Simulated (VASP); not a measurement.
# Rb (P6_3/mmc) in VASP: further runs

The runs below take Rb through single point, with r2SCAN, r2SCAN0.

All numbers are computed with VASP 6.6.1; they aren't measurements. Logs are shortened: lines on timing, memory, paths and dates and some standing lists are left out, and cuts for length are marked.

## 1. The cell of the first run

The structure is hexagonal, space group P6_3/mmc (No. 194). Conventional cell: a = 5.107 Å, b = 5.107 Å, c = 8.448 Å, α = 90.00°, β = 90.00°, γ = 120.00°.

This isn't the form of Rb at room conditions, which is bcc.

## 2. Single point, r2SCAN

Contents of POSCAR:

```
Rb
1.0
    5.1068702501      0.0000000000      0.0000000000
   -2.5534351251      4.4226793704      0.0000000000
    0.0000000000      0.0000000000      8.4478947475
Rb
2
Direct
    0.3333333333      0.6666666667      0.2500000000
    0.6666666667      0.3333333333      0.7500000000
```

Contents of INCAR.step1:

```
  PREC = Accurate
  ENCUT = 520
  ISMEAR = -1
  SIGMA = 0.1
  LREAL = False
  LASPH = True
  NELM = 100
  NBANDS = 16
  GGA = PE
  ALGO = Normal
  EDIFF = 1E-4
  LWAVE = True
  LCHARG = False
```

Contents of INCAR.step2:

```
  PREC = Accurate
  ENCUT = 520
  EDIFF = 1E-6
  ISMEAR = -1
  SIGMA = 0.1
  LREAL = False
  LASPH = True
  NELM = 100
  ALGO = Normal
  ISIF = 2
  LWAVE = False
  LCHARG = False
  METAGGA = R2SCAN
  LMIXTAU = True
  NBANDS = 16
  ISTART = 1
```

Contents of KPOINTS:

```
regular mesh
0
Gamma
  4 4 2
```

Potentials or basis: VASP PAW PBE potentials, release 64 (Rb_sv).

On the command line:

```bash
$ cat potpaw_PBE.64/Rb_sv/POTCAR > POTCAR
$ cp INCAR.step1 INCAR
$ mpirun -np 1 vasp_std > vasp.out
$ cp INCAR.step2 INCAR
$ mpirun -np 1 vasp_std > vasp.out
```

OUTCAR:

```text
PREC = Accurate
   ENCUT = 520
   EDIFF = 1E-6
   ISMEAR = -1
   LREAL = False
   LASPH = True
   NELM = 100
   ISIF = 2
   METAGGA = R2SCAN
   ISTART = 1

 ion  position               nearest neighbor table
   1  0.333  0.667  0.250-   2 5.15   2 5.15   2 5.15   2 5.15   2 5.15   2 5.15
   2  0.667  0.333  0.750-   1 5.15   1 5.15   1 5.15   1 5.15   1 5.15   1 5.15

  LATTYP: Found a hexagonal cell.
 ALAT       =     5.1068702501
 C/A-ratio  =     1.6542215357

  Lattice vectors:

 A1 = (   5.1068702501,   0.0000000000,   0.0000000000)
 A2 = (  -2.5534351251,   4.4226793704,   0.0000000000)
 A3 = (   0.0000000000,   0.0000000000,   8.4478947475)

Analysis of symmetry for initial positions (statically):
=====================================================================
 Subroutine PRICEL returns:
 Original cell was already a primitive cell.

 Routine SETGRP: Setting up the symmetry group for a
 hexagonal supercell.

 Subroutine GETGRP returns: Found 24 space group operations
 (whereof 12 operations were pure point group operations)
 out of a pool of 24 trial point group operations.

The static configuration has the point symmetry D_3d.
 The point group associated with its full space group is D_6h.

Analysis of symmetry for dynamics (positions and initial velocities):
=====================================================================
 Subroutine PRICEL returns:
 Original cell was already a primitive cell.

 Routine SETGRP: Setting up the symmetry group for a
 hexagonal supercell.

 Subroutine GETGRP returns: Found 24 space group operations
 (whereof 12 operations were pure point group operations)
 out of a pool of 24 trial point group operations.

The dynamic configuration has the point symmetry D_3d.
 The point group associated with its full space group is D_6h.

 Subroutine INISYM returns: Found 24 space group operations
 (whereof 12 operations are pure point group operations),
 and found     1 'primitive' translations

----------------------------------------------------------------------------------------

                                     Primitive cell

  volume of cell :     190.8046

  direct lattice vectors                    reciprocal lattice vectors
     5.106870250  0.000000000  0.000000000     0.195814648  0.113053640  0.000000000
    -2.553435125  4.422679370  0.000000000     0.000000000  0.226107279  0.000000000
     0.000000000  0.000000000  8.447894747     0.000000000  0.000000000  0.118372687

  length of vectors
     5.106870250  5.106870250  8.447894747     0.226107279  0.226107279  0.118372687

  position of ions in fractional coordinates (direct lattice)
     0.333333333  0.666666667  0.250000000
     0.666666667  0.333333333  0.750000000

  ion indices of the primitive-cell ions
   primitive index   ion index
                 1           1
                 2           2

----------------------------------------------------------------------------------------

 KPOINTS: regular mesh

Automatic generation of k-mesh.
 Grid dimensions read from file:
 generate k-points for:    4    4    2

 Generating k-lattice:

  Cartesian coordinates                     Fractional coordinates (reciprocal lattice)
     0.048953662  0.028263410  0.000000000     0.250000000  0.000000000  0.000000000
     0.000000000  0.056526820  0.000000000     0.000000000  0.250000000  0.000000000
     0.000000000  0.000000000  0.059186343     0.000000000  0.000000000  0.500000000

  Length of vectors
     0.056526820  0.056526820  0.059186343

  Shift w.r.t. Gamma in fractional coordinates (k-lattice)
     0.000000000  0.000000000  0.000000000

 Subroutine IBZKPT returns following result:
 ===========================================

 Found      8 irreducible k-points:

 Following reciprocal coordinates:
            Coordinates               Weight
  0.000000  0.000000  0.000000      1.000000
  0.250000  0.000000  0.000000      6.000000
  0.500000  0.000000  0.000000      3.000000
  0.250000  0.250000  0.000000      6.000000
  0.000000  0.000000  0.500000      1.000000
  0.250000  0.000000  0.500000      6.000000
  0.500000  0.000000  0.500000      3.000000
  0.250000  0.250000  0.500000      6.000000
   k-points           NKPTS =      8   k-points in BZ     NKDIM =      8   number of bands    NBANDS=     16
   number of dos      NEDOS =    301   number of ions     NIONS =      2
   total plane-waves  NPLWV = 102400
   dimension x,y,z NGX =    40 NGY =   40 NGZ =   64
   dimension x,y,z NGXF=    80 NGYF=   80 NGZF=  128
   ions per type =               2
   NGX,Y,Z   is equivalent  to a cutoff of  13.02, 13.02, 12.59 a.u.
   NGXF,Y,Z  is equivalent  to a cutoff of  26.04, 26.04, 25.19 a.u.
 SYSTEM =  unknown system
   PREC   = accura    normal or accurate (medium, high low for compatibility)
   ISTART =      1    job   : 0-new  1-cont  2-samecut
   ICHARG =      0    charge: 1-file 2-atom 10-const
   ISPIN  =      1    spin polarized calculation?
   LNONCOLLINEAR =      F non collinear calculations
   LSORBIT =      F    spin-orbit coupling
   LASPH  =      T    aspherical Exc in radial PAW
   ENCUT  =  520.0 eV  38.22 Ry    6.18 a.u.   9.50  9.50 15.71*2*pi/ulx,y,z
   NELM   =    100;   NELMIN=  2; NELMDL=  0     # of ELM steps
   EDIFF  = 0.1E-05   stopping-criterion for ELM
   LREAL  =      F    real-space projection
   EDIFFG = 0.1E-04   stopping-criterion for IOM
   NSW    =      0    number of steps for IOM
   IBRION =     -1    ionic relax: 0-MD 1-quasi-New 2-CG
   NFREE  =      0    steps in history (QN), initial steepest desc. (CG)
   ISIF   =      2    stress and relaxation
   ISYM   =      2    0-nonsym 1-usesym 2-fastsym
   POTIM  = 0.5000    time-step for ionic-motion
   TEBEG  =    0.0;   TEEND  =   0.0 temperature during run
   PSTRESS=    0.0 pullay stress
   NELECT =      18.0000    total number of electrons
   NUPDOWN=      -1.0000    fix difference up-down
   EMIN   =  10.00;   EMAX   =-10.00  energy-range for DOS
   EFERMI =   0.00;   METHOD = LEGACY
   ISMEAR =    -1;   SIGMA  =   0.10  broadening in eV -4-tet -1-fermi 0-gaus
   EFERMI_NEDOS =   21; number of points for ismear=-14 and -15
   IALGO  =     38    algorithm
   IMIX   =      4    mixing-type and parameters
     AMIX     =   0.40;   BMIX     =  1.00
     AMIX_MAG =   1.60;   BMIX_MAG =  1.00
  volume/ion in A,a.u.               =      95.40       643.81
  Fermi-wavevector in a.u.,A,eV,Ry     =   0.745251  1.408321  7.556669  0.555399
  Thomas-Fermi vector in A             =   1.840794
   LORBIT       =      0    0 simple, 1 ext, 2 COOP (PROOUT), +10 PAW based schemes
   METAGGA = R2SCAN    functional components
   LHFCALC =     F    Hartree Fock is set to
   AEXX    =    0.0000 exact exchange contribution
   IVDW    =     0    specifies the selected vdW correction
   LEPSILON=     F    determine dielectric tensor
   LRPA    =     F    only Hartree local field effects (RPA)
 non-spin polarized calculation
  energy-cutoff  :      520.00
  volume of cell :      190.80
 maximum number of plane-waves:      5215
 NGX is ok and might be reduce to    40
   NGX = 19   NGY = 19   NGZ = 31

 number of electron      18.0000000 magnetization

 Free energy of the ion-electron system (eV)
  ---------------------------------------------------
  ext. energy  EPLUGINS =         0.00000000
  ---------------------------------------------------
  free energy    TOTEN  =       -27.84936134 eV

  energy without entropy =      -27.77563796  energy(sigma->0) =      -27.81249965

 E-fermi :   0.0818     XC(G=0):  -5.6107

 val. band max:       -0.3318227485   @ k =   0.2500   0.2500   0.0000
 cond. band min:       0.0935955374   @ k =   0.5000   0.0000   0.0000
 fundamental gap:      0.4254182859
 Fermi energy:         0.0818361030

 k-point     1 :       0.0000    0.0000    0.0000
  band No.  band energies     occupation
      1     -30.1304      2.00000
      2     -30.1272      2.00000
      3     -13.7049      2.00000
      4     -13.6347      2.00000
      5     -13.6347      2.00000
      6     -13.6243      2.00000
[... 8 lines left out ...]
     15       4.2310      0.00000
     16       4.2311      0.00000

 k-point     2 :       0.2500    0.0000    0.0000
  band No.  band energies     occupation
      1     -30.1288      2.00000
      2     -30.1265      2.00000
      3     -13.6898      2.00000
      4     -13.6678      2.00000
      5     -13.6575      2.00000
      6     -13.6446      2.00000
[... 8 lines left out ...]
     15       4.1077      0.00000
     16       4.1828      0.00000

 k-point     3 :       0.5000    0.0000    0.0000
  band No.  band energies     occupation
      1     -30.1270      2.00000
      2     -30.1259      2.00000
      3     -13.7015      2.00000
      4     -13.6890      2.00000
      5     -13.6682      2.00000
      6     -13.6539      2.00000
[... 8 lines left out ...]
     15       3.7270      0.00000
     16       4.7472      0.00000

 k-point     4 :       0.2500    0.2500    0.0000
  band No.  band energies     occupation
      1     -30.1270      2.00000
      2     -30.1259      2.00000
      3     -13.6871      2.00000
      4     -13.6817      2.00000
      5     -13.6684      2.00000
      6     -13.6616      2.00000
[... 8 lines left out ...]
     15       2.7610      0.00000
     16       3.9193      0.00000

 k-point     5 :       0.0000    0.0000    0.5000
  band No.  band energies     occupation
      1     -30.1288      2.00000
      2     -30.1288      2.00000
      3     -13.6650      2.00000
      4     -13.6650      2.00000
      5     -13.6295      2.00000
      6     -13.6295      2.00000
[... 8 lines left out ...]
     15       3.8599      0.00000
     16       3.8599      0.00000

 k-point     6 :       0.2500    0.0000    0.5000
  band No.  band energies     occupation
      1     -30.1276      2.00000
      2     -30.1276      2.00000
      3     -13.6771      2.00000
      4     -13.6771      2.00000
      5     -13.6456      2.00000
      6     -13.6456      2.00000
[... 8 lines left out ...]
     15       4.0780      0.00000
     16       4.0780      0.00000

 k-point     7 :       0.5000    0.0000    0.5000
  band No.  band energies     occupation
      1     -30.1265      2.00000
      2     -30.1265      2.00000
      3     -13.7046      2.00000
      4     -13.7046      2.00000
      5     -13.6457      2.00000
      6     -13.6457      2.00000
[... 8 lines left out ...]
     15       4.1186      0.00000
     16       4.1186      0.00000

 k-point     8 :       0.2500    0.2500    0.5000
  band No.  band energies     occupation
      1     -30.1265      2.00000
      2     -30.1265      2.00000
      3     -13.6930      2.00000
      4     -13.6930      2.00000
      5     -13.6621      2.00000
      6     -13.6621      2.00000
[... 8 lines left out ...]
     15       3.8388      0.00000
     16       3.8388      0.00000

------------------------ aborting loop because EDIFF is reached ----------------------------------------

  FORCE on cell =-STRESS in cart. coord.  units (eV):
  Direction    XX          YY          ZZ          XY          YZ          ZX
  --------------------------------------------------------------------------------------
  -------------------------------------------------------------------------------------
  Total        0.1873285      0.1873285     -0.2836605     -0.0000000      0.0000000      0.0000000
  in kB        1.5729887      1.5729887     -2.3818848     -0.0000000      0.0000000      0.0000000
  external PRESSURE =       0.2546975 kB  Pullay stress =       0.0000000 kB

 VOLUME and BASIS-vectors are now :
 -----------------------------------------------------------------------------
  energy-cutoff  :      520.00
  volume of cell :      190.80
      direct lattice vectors                 reciprocal lattice vectors
     5.106870250  0.000000000  0.000000000     0.195814648  0.113053640  0.000000000
    -2.553435125  4.422679370  0.000000000     0.000000000  0.226107279  0.000000000
     0.000000000  0.000000000  8.447894747     0.000000000  0.000000000  0.118372687

 POSITION                                       TOTAL-FORCE (eV/Angst)
 -----------------------------------------------------------------------------------
     -0.00000      2.94845      2.11197         0.000000     -0.000000      0.000000
      2.55344      1.47423      6.33592        -0.000000      0.000000     -0.000000
 -----------------------------------------------------------------------------------
    total drift:                               -0.000000      0.000000     -0.000000

  FREE ENERGIE OF THE ION-ELECTRON SYSTEM (eV)
  ---------------------------------------------------
  free  energy   TOTEN  =       -27.8493613385 eV

  energy  without entropy=      -27.7756379560  energy(sigma->0) =      -27.81249965
```

It took 80 s on 1 thread of Intel Xeon Platinum 8488C (Sapphire Rapids), shared host; peak memory 0.33 GiB.

Results:

* Free energy: -27.8494 eV
* Pressure: 0.0 GPa
* Band gap on the k mesh: zero (bands 9 and 10 overlap by 1.88 eV)

Stress tensor (GPa, compression positive):
```
 0.16  0.00  0.00
 0.00  0.16  0.00
 0.00  0.00 -0.24
```

Levels at points of the mesh, in eV from the Fermi level:
| k point | band 6 | band 7 | band 8 | band 9 | band 10 | band 11 | band 12 | band 13 |
| --- | --- | --- | --- | --- | --- | --- | --- | --- |
| (0.00, 0.00, 0.00) | -13.71 | -13.71 | -13.71 | -2.15 | 0.12 | 0.39 | 3.73 | 3.73 |
| (0.50, 0.00, 0.00) | -13.74 | -13.72 | -13.72 | 0.01 | 0.14 | 1.25 | 1.59 | 2.02 |
| (0.00, 0.00, 0.50) | -13.71 | -13.71 | -13.71 | -1.48 | -1.48 | 2.33 | 2.33 | 3.78 |
| (0.50, 0.00, 0.50) | -13.73 | -13.73 | -13.73 | 0.40 | 0.40 | 0.74 | 0.74 | 2.64 |

Caveat: the k points lie up to 0.37 Å⁻¹ apart, too coarse for converged energies and pressures of a metal; the PAW data sets were made with another functional, which shifts forces and pressure a little.

[end of part 1 of 2]

The gap in the log of VASP goes by the Fermi energy; the results here count the filled bands.